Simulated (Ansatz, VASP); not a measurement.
Ta in VASP and in Ansatz

```
Ta
1.0
    -1.62775    1.62775    1.62775
     1.62775   -1.62775    1.62775
     1.62775    1.62775   -1.62775
Ta
1
Cartesian
  0.0000 0.0000 0.0000
```

Alike in both runs: task single point; functional LDA; k mesh 14 × 14 × 14; occupations fermi-dirac, width 0.05 eV; non-collinear spin, spin-orbit coupling; Hubbard terms Ta d U = 5.0 eV.

|  | VASP | Ansatz |
| --- | --- | --- |
| version | VASP 6.6.1 | Ansatz 0.2.0 |
| potentials or method | VASP PAW LDA potentials, release 64 (Ta_pv), cutoff 520 eV | all-electron LAPW |

```tsv
	VASP	Ansatz	Ansatz less VASP
pressure (GPa)	19.7	5.3	-14.39
```

LDA's correlation is that of Perdew and Zunger in VASP and of Perdew and Wang (1992) in Ansatz. The programs project onto different local orbitals, so the same U acts differently, and such runs can settle in different states. Ansatz ran all-electron here, and VASP with PAW potentials. Ansatz's warnings: filled band counts differ across k points, stability check not made.
